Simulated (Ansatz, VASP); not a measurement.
# Sn: VASP beside Ansatz

POSCAR

```
Sn
1.0
    0.0000000000      3.2116418589      3.2116418589
    3.2116418589      0.0000000000      3.2116418589
    3.2116418589      3.2116418589      0.0000000000
Sn
2
Direct
    0.7500000000      0.7500000000      0.7500000000
    0.5000000000      0.5000000000      0.5000000000
```

The input INCAR.step1:

```
PREC     = Accurate       # precision mode
ENCUT    = 520            # plane-wave cutoff, eV
EDIFF    = 1E-5           # SCF threshold, eV
ISMEAR   = -1             # smearing method
SIGMA    = 0.05           # smearing width, eV
LREAL    = F              # projectors in reciprocal space
LASPH    = T              # aspherical terms in the spheres
NELM     = 60             # most SCF steps
ALGO     = Normal         # electronic algorithm
ISIF     = 2              # what is computed and relaxed
LWAVE    = T              # write WAVECAR
LCHARG   = F              # write CHGCAR
GGA      = PE             # functional
NBANDS   = 21             # bands
```

INCAR.step2

```
PREC     = Accurate       # precision mode
ENCUT    = 520            # plane-wave cutoff, eV
EDIFF    = 1E-6           # SCF threshold, eV
ISMEAR   = -1             # smearing method
SIGMA    = 0.05           # smearing width, eV
LREAL    = F              # projectors in reciprocal space
LASPH    = T              # aspherical terms in the spheres
NELM     = 60             # most SCF steps
ALGO     = Normal         # electronic algorithm
ISIF     = 2              # what is computed and relaxed
LWAVE    = F              # write WAVECAR
LCHARG   = F              # write CHGCAR
GGA      = B3             # functional
LHFCALC  = T              # exact exchange
AEXX     = 0.2            # exact-exchange fraction
AGGAX    = 0.72         
AGGAC    = 0.81         
ALDAC    = 0.19         
PRECFOCK = Normal       
ISTART   = 1            
NBANDS   = 21             # bands
```

File KPOINTS:

```
Automatic mesh
0
Gamma
  4 4 4
```

Contents of input.yaml:

```yaml
crystal:
  lattice:
    - [0.0, 3.2116418589, 3.2116418589]
    - [3.2116418589, 0.0, 3.2116418589]
    - [3.2116418589, 3.2116418589, 0.0]
  atoms:
    - { symbol: Sn, position: [0.75, 0.75, 0.75] }
    - { symbol: Sn, position: [0.5, 0.5, 0.5] }
hamiltonian:
  xc: b3lyp
  pseudopotentials: { kind: paw }
kpoints:
  mp_grid: { grid: [4, 4, 4] }
scf:
  occupations: { method: fermi_dirac, width: 0.05 }
output:
  forces: true
  stress: true
  eigenvalues: true
```

Alike in both runs: task single point; functional B3LYP; k mesh 4 × 4 × 4; occupations fermi-dirac, width 0.05 eV; no spin polarisation.

|  | VASP | Ansatz |
| --- | --- | --- |
| version | VASP 6.6.1 | Ansatz 0.2.0 |
| potentials or method | VASP PAW PBE potentials, release 64 (Sn_d) | Ansatz PAW |
| plane-wave cutoff (eV) | 520 | 420 |
| valence electrons in the cell | 28 | 28 |

```tsv
	VASP	Ansatz	Ansatz less VASP
gap on the k mesh at the Fermi level (eV)	none	none	-
pressure (GPa)	6.1	6.1	+0.05
```

VASP's potentials were made for PBE, not for B3LYP. A gap of «none» marks a metal or a gap that the smearing closes.

The k mesh is coarse, so the values compare programs but aren't converged.
